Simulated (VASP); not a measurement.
# KSnBr5 (P1) in VASP: single point with PBEsol

Aim: the single point of KSnBr5 with PBEsol.

Program: VASP 6.6.1. These are calculated values, not measurements. Logs are shortened: lines on timing, memory, paths and dates and some standing lists are left out, and cuts for length are marked.

## (1) The cell of the first run

The typed cell holds 7 atoms: a = 5.615 Å, b = 5.721 Å, c = 8.448 Å, α = 108.81°, β = 80.30°, γ = 87.88°.

## (2) Single point, PBEsol

INCAR reads:

```
ALGO = Normal ; EDIFF = 1E-7
ENCUT = 520 ; GGA = PS
ISIF = 2 ; ISMEAR = -1
LASPH = T ; LCHARG = F
LREAL = F ; LWAVE = F
NBANDS = 38 ; NELM = 80
PREC = Accurate ; SIGMA = 0.05
```

KPOINTS reads:

```
k-points
0
Gamma
  4 4 2
```

POSCAR reads:

```
KSnBr5
1.0
    5.5916297251      0.1446559061      0.4910934803
    0.1497663546      5.6404316361     -0.9436364673
    0.7369546599     -1.3932248673      8.3000697573
K Sn Br
1 1 5
Direct
   -0.0402490794     -0.0498662978      0.5272960148
    0.2990822299      0.6782160284     -0.1115848042
   -0.0224741094      0.0514807202      0.1500883592
    0.3972813308      0.0335651659      0.7406347487
   -0.0813138418      0.5468687029      0.7238145578
    0.6293411126     -0.2389909573      0.2025501072
    0.3167066726      0.4796776939      0.2316003297
```

Potentials or basis: VASP PAW PBE potentials, release 64 (K_sv, Sn_d, Br).

The run is started by

```console
$ cat potpaw_PBE.64/K_sv/POTCAR potpaw_PBE.64/Sn_d/POTCAR potpaw_PBE.64/Br/POTCAR > POTCAR
$ mpirun -np 1 vasp_std > vasp.out
```

OUTCAR:

```text
EDIFF = 1E-7
   ENCUT = 520
   GGA = PS
   ISIF = 2
   ISMEAR = -1
   LASPH = T
   LREAL = F
   NELM = 80
   PREC = Accurate

 ion  position               nearest neighbor table
   1  0.960  0.950  0.527-   5 3.24   4 3.25   5 3.26   4 3.30
   2  0.299  0.678  0.888-   4 2.74   5 2.74   3 2.83
   3  0.978  0.051  0.150-   6 2.68   2 2.83
   4  0.397  0.034  0.741-   2 2.74   1 3.25   1 3.30
   5  0.919  0.547  0.724-   2 2.74   1 3.24   1 3.26
   6  0.629  0.761  0.203-   7 2.46   3 2.68
   7  0.317  0.480  0.232-   6 2.46

  LATTYP: Found a triclinic cell.
 ALAT       =     5.7207821830
 B/A-ratio  =     2.0329862734
 C/A-ratio  =     2.4236469988
 COS(alpha) =     0.0177000155
 COS(beta)  =     0.6437805371
 COS(gamma) =     0.7260563586

  Lattice vectors:

 A1 = (  -0.1497663546,  -5.6404316361,   0.9436364673)
 A2 = (   0.5871883053,  -7.0336565034,   9.2437062246)
 A3 = (  -6.6281170942, -10.0322943110,  -6.9038903030)

Analysis of symmetry for initial positions (statically):
=====================================================================
 Subroutine PRICEL returns:
 Original cell was already a primitive cell.

 Routine SETGRP: Setting up the symmetry group for a
 triclinic supercell.

 Subroutine GETGRP returns: Found  1 space group operations
 (whereof  1 operations were pure point group operations)
 out of a pool of  2 trial point group operations.

The static configuration has the point symmetry C_1 .

Analysis of symmetry for dynamics (positions and initial velocities):
=====================================================================
 Subroutine PRICEL returns:
 Original cell was already a primitive cell.

 Routine SETGRP: Setting up the symmetry group for a
 triclinic supercell.

 Subroutine GETGRP returns: Found  1 space group operations
 (whereof  1 operations were pure point group operations)
 out of a pool of  2 trial point group operations.

The dynamic configuration has the point symmetry C_1 .

 Subroutine INISYM returns: Found  1 space group operations
 (whereof  1 operations are pure point group operations),
 and found     1 'primitive' translations

----------------------------------------------------------------------------------------

                                     Primitive cell

  volume of cell :     252.0021

  direct lattice vectors                    reciprocal lattice vectors
     5.591629725  0.144655906  0.491093480     0.180559147 -0.007692352 -0.017322876
     0.149766355  5.640431636 -0.943636467    -0.007479533  0.182732641  0.031337054
     0.736954660 -1.393224867  8.300069757    -0.011533563  0.021230044  0.125068580

  length of vectors
     5.615017464  5.720782183  8.448392491     0.181551260  0.185550997  0.127380876

  position of ions in fractional coordinates (direct lattice)
     0.959750921  0.950133702  0.527296015
     0.299082230  0.678216028  0.888415196
     0.977525891  0.051480720  0.150088359
     0.397281331  0.033565166  0.740634749
     0.918686158  0.546868703  0.723814558
     0.629341113  0.761009043  0.202550107
     0.316706673  0.479677694  0.231600330

  ion indices of the primitive-cell ions
   primitive index   ion index
                 1           1
                 2           2
                 3           3
                 4           4
                 5           5
                 6           6
                 7           7

----------------------------------------------------------------------------------------

 KPOINTS: k-points

Automatic generation of k-mesh.
 Grid dimensions read from file:
 generate k-points for:    4    4    2

 Generating k-lattice:

  Cartesian coordinates                     Fractional coordinates (reciprocal lattice)
     0.045139787 -0.001923088 -0.004330719     0.250000000  0.000000000  0.000000000
    -0.001869883  0.045683160  0.007834264     0.000000000  0.250000000  0.000000000
    -0.005766782  0.010615022  0.062534290     0.000000000  0.000000000  0.500000000

  Length of vectors
     0.045387815  0.046387749  0.063690438

  Shift w.r.t. Gamma in fractional coordinates (k-lattice)
     0.000000000  0.000000000  0.000000000

 Subroutine IBZKPT returns following result:
 ===========================================

 Found     20 irreducible k-points:

 Following reciprocal coordinates:
            Coordinates               Weight
  0.000000  0.000000  0.000000      1.000000
  0.250000  0.000000  0.000000      2.000000
  0.500000  0.000000  0.000000      1.000000
  0.000000  0.250000 -0.000000      2.000000
  0.250000  0.250000 -0.000000      2.000000
  0.500000  0.250000 -0.000000      2.000000
[... 12 lines left out ...]
  0.250000  0.500000  0.500000      2.000000
  0.500000  0.500000  0.500000      1.000000
   k-points           NKPTS =     20   k-points in BZ     NKDIM =     20   number of bands    NBANDS=     38
   number of dos      NEDOS =    301   number of ions     NIONS =      7
   total plane-waves  NPLWV = 129024
   dimension x,y,z NGX =    42 NGY =   48 NGZ =   64
   dimension x,y,z NGXF=    84 NGYF=   96 NGZF=  128
   ions per type =               1   1   5
   NGX,Y,Z   is equivalent  to a cutoff of  12.44, 13.95, 12.59 a.u.
   NGXF,Y,Z  is equivalent  to a cutoff of  24.87, 27.90, 25.19 a.u.
 SYSTEM =  unknown system
   PREC   = accura    normal or accurate (medium, high low for compatibility)
   ISTART =      0    job   : 0-new  1-cont  2-samecut
   ICHARG =      2    charge: 1-file 2-atom 10-const
   ISPIN  =      1    spin polarized calculation?
   LNONCOLLINEAR =      F non collinear calculations
   LSORBIT =      F    spin-orbit coupling
   LASPH  =      T    aspherical Exc in radial PAW
   ENCUT  =  520.0 eV  38.22 Ry    6.18 a.u.  10.44 10.64 15.71*2*pi/ulx,y,z
   NELM   =     80;   NELMIN=  2; NELMDL= -5     # of ELM steps
   EDIFF  = 0.1E-06   stopping-criterion for ELM
   LREAL  =      F    real-space projection
   EDIFFG = 0.1E-05   stopping-criterion for IOM
   NSW    =      0    number of steps for IOM
   IBRION =     -1    ionic relax: 0-MD 1-quasi-New 2-CG
   NFREE  =      0    steps in history (QN), initial steepest desc. (CG)
   ISIF   =      2    stress and relaxation
   ISYM   =      2    0-nonsym 1-usesym 2-fastsym
   POTIM  = 0.5000    time-step for ionic-motion
   TEBEG  =    0.0;   TEEND  =   0.0 temperature during run
   PSTRESS=    0.0 pullay stress
   NELECT =      58.0000    total number of electrons
   NUPDOWN=      -1.0000    fix difference up-down
   EMIN   =  10.00;   EMAX   =-10.00  energy-range for DOS
   EFERMI =   0.00;   METHOD = LEGACY
   ISMEAR =    -1;   SIGMA  =   0.05  broadening in eV -4-tet -1-fermi 0-gaus
   EFERMI_NEDOS =   21; number of points for ismear=-14 and -15
   IALGO  =     38    algorithm
   IMIX   =      4    mixing-type and parameters
     AMIX     =   0.40;   BMIX     =  1.00
     AMIX_MAG =   1.60;   BMIX_MAG =  1.00
  volume/ion in A,a.u.               =      36.00       242.94
  Fermi-wavevector in a.u.,A,eV,Ry     =   1.003266  1.895898 13.694847  1.006543
  Thomas-Fermi vector in A             =   2.135807
   LORBIT       =      0    0 simple, 1 ext, 2 COOP (PROOUT), +10 PAW based schemes
   GGA     = PS    functional components
   LHFCALC =     F    Hartree Fock is set to
   AEXX    =    0.0000 exact exchange contribution
   IVDW    =     0    specifies the selected vdW correction
   LEPSILON=     F    determine dielectric tensor
   LRPA    =     F    only Hartree local field effects (RPA)
 non-spin polarized calculation
  energy-cutoff  :      520.00
  volume of cell :      252.00
 maximum number of plane-waves:      6806
 NGX is ok and might be reduce to    42
   NGX = 21   NGY = 21   NGZ = 31

 number of electron      57.9999998 magnetization

 Free energy of the ion-electron system (eV)
  ---------------------------------------------------
  ext. energy  EPLUGINS =         0.00000000
  ---------------------------------------------------
  free energy    TOTEN  =       -20.38457914 eV

  energy without entropy =      -20.38457810  energy(sigma->0) =      -20.38457862

 E-fermi :   0.5522     XC(G=0):  -7.7501

 val. band max:       -0.1045856900   @ k =   0.2500   0.5000  -0.0000
 cond. band min:       1.2152692881   @ k =   0.2500   0.2500   0.5000
 fundamental gap:      1.3198549781
 Fermi energy:         0.5521814314

 k-point     1 :       0.0000    0.0000    0.0000
  band No.  band energies     occupation
      1     -28.5085      2.00000
      2     -20.5180      2.00000
      3     -20.5027      2.00000
      4     -20.4797      2.00000
      5     -20.4733      2.00000
      6     -20.4475      2.00000
[... 30 lines left out ...]
     37       7.1255      0.00000
     38       7.5710      0.00000

 k-point     2 :       0.2500    0.0000    0.0000
  band No.  band energies     occupation
      1     -28.5084      2.00000
      2     -20.5182      2.00000
      3     -20.5030      2.00000
      4     -20.4796      2.00000
      5     -20.4725      2.00000
      6     -20.4476      2.00000
[... 30 lines left out ...]
     37       7.0532      0.00000
     38       7.5338      0.00000

 k-point     3 :       0.5000    0.0000    0.0000
  band No.  band energies     occupation
      1     -28.5083      2.00000
      2     -20.5183      2.00000
      3     -20.5033      2.00000
      4     -20.4796      2.00000
      5     -20.4718      2.00000
      6     -20.4476      2.00000
[... 30 lines left out ...]
     37       6.9297      0.00000
     38       7.3057      0.00000

 k-point     4 :       0.0000    0.2500   -0.0000
  band No.  band energies     occupation
      1     -28.5084      2.00000
      2     -20.5180      2.00000
      3     -20.5029      2.00000
      4     -20.4798      2.00000
      5     -20.4724      2.00000
      6     -20.4476      2.00000
[... 30 lines left out ...]
     37       7.1947      0.00000
     38       7.4583      0.00000
[... 539 lines left out ...]
      4     -20.4799      2.00000
      5     -20.4716      2.00000
      6     -20.4476      2.00000
[... 30 lines left out ...]
     37       7.1819      0.00000
     38       7.3982      0.00000

 k-point    19 :       0.2500    0.5000    0.5000
  band No.  band energies     occupation
      1     -28.5082      2.00000
      2     -20.5182      2.00000
      3     -20.5034      2.00000
      4     -20.4798      2.00000
      5     -20.4708      2.00000
      6     -20.4477      2.00000
[... 30 lines left out ...]
     37       7.1428      0.00000
     38       7.4249      0.00000

 k-point    20 :       0.5000    0.5000    0.5000
  band No.  band energies     occupation
      1     -28.5081      2.00000
      2     -20.5183      2.00000
      3     -20.5037      2.00000
      4     -20.4798      2.00000
      5     -20.4701      2.00000
      6     -20.4477      2.00000
[... 30 lines left out ...]
     37       7.1891      0.00000
     38       7.6930      0.00000

------------------------ aborting loop because EDIFF is reached ----------------------------------------

  FORCE on cell =-STRESS in cart. coord.  units (eV):
  Direction    XX          YY          ZZ          XY          YZ          ZX
  --------------------------------------------------------------------------------------
  -------------------------------------------------------------------------------------
  Total        0.0243860      0.0587432      0.0115544      0.0136105     -0.0055344      0.0057754
  in kB        0.1550410      0.3734773      0.0734608      0.0865330     -0.0351867      0.0367188
  external PRESSURE =       0.2006597 kB  Pullay stress =       0.0000000 kB

 VOLUME and BASIS-vectors are now :
 -----------------------------------------------------------------------------
  energy-cutoff  :      520.00
  volume of cell :      252.00
      direct lattice vectors                 reciprocal lattice vectors
     5.591629725  0.144655906  0.491093480     0.180559147 -0.007692352 -0.017322876
     0.149766355  5.640431636 -0.943636467    -0.007479533  0.182732641  0.031337054
     0.736954660 -1.393224867  8.300069757    -0.011533563  0.021230044  0.125068580

 POSITION                                       TOTAL-FORCE (eV/Angst)
 -----------------------------------------------------------------------------------
      5.89746      4.76336      3.95134        -0.002534      0.000751     -0.003871
      2.42865      2.63093      6.88080         0.019191     -0.015731      0.002978
      5.58428      0.22267      1.67722        -0.002575      0.016650      0.001338
      2.77229     -0.78508      6.31075         0.001263      0.004512      0.001007
      5.75227      2.20903      5.94283        -0.013142      0.002180     -0.001127
      3.78229      4.10126      1.27213        -0.004570     -0.002189      0.003531
      2.01342      2.42873      1.62519         0.002367     -0.006173     -0.003856
 -----------------------------------------------------------------------------------
    total drift:                                0.000128     -0.000423     -0.000557

  FREE ENERGIE OF THE ION-ELECTRON SYSTEM (eV)
  ---------------------------------------------------
  free  energy   TOTEN  =       -20.3845791362 eV

  energy  without entropy=      -20.3845780988  energy(sigma->0) =      -20.38457862
```

Wall time 3 min (1 thread of Intel Xeon Platinum 8488C (Sapphire Rapids), shared host); peak memory 0.45 GiB.

Results:

- Free energy: -20.3846 eV
- Pressure: 0.0 GPa
- Largest force: 0.025 eV/Å
- Band gap on the k mesh: 1.32 eV (least direct gap 1.38 eV)

Forces in eV/Å, atoms in the order of the input:
```
K   -0.003  0.001 -0.004
Sn   0.019 -0.016  0.003
Br  -0.003  0.017  0.001
Br   0.001  0.005  0.001
Br  -0.013  0.002 -0.001
Br  -0.005 -0.002  0.004
Br   0.002 -0.006 -0.004
```

Levels at points of the mesh, in eV from the valence-band top:
```tsv
k point	band 27	band 28	band 29	band 30	band 31	band 32
(0.00, 0.00, 0.00)	-0.95	-0.82	-0.70	2.77	3.07	4.27
(0.50, 0.00, 0.00)	-0.67	-0.51	-0.10	1.33	3.58	4.01
(0.00, 0.50, 0.00)	-0.72	-0.54	-0.04	1.35	3.62	3.96
(0.50, 0.50, 0.00)	-0.58	-0.52	0.00	2.71	3.58	3.75
(0.00, 0.00, 0.50)	-0.96	-0.69	-0.51	2.78	2.95	4.24
(0.50, 0.00, 0.50)	-0.70	-0.52	-0.05	1.35	3.77	4.00
(0.00, 0.50, 0.50)	-0.73	-0.52	-0.04	1.34	3.68	3.85
(0.50, 0.50, 0.50)	-0.62	-0.57	-0.13	2.70	3.47	3.72
```

Caveat: the PAW data sets were made with another functional, which shifts forces and pressure a little; spin-orbit coupling is left out, which moves the levels of the heavy elements. A k mesh can miss the band edges.
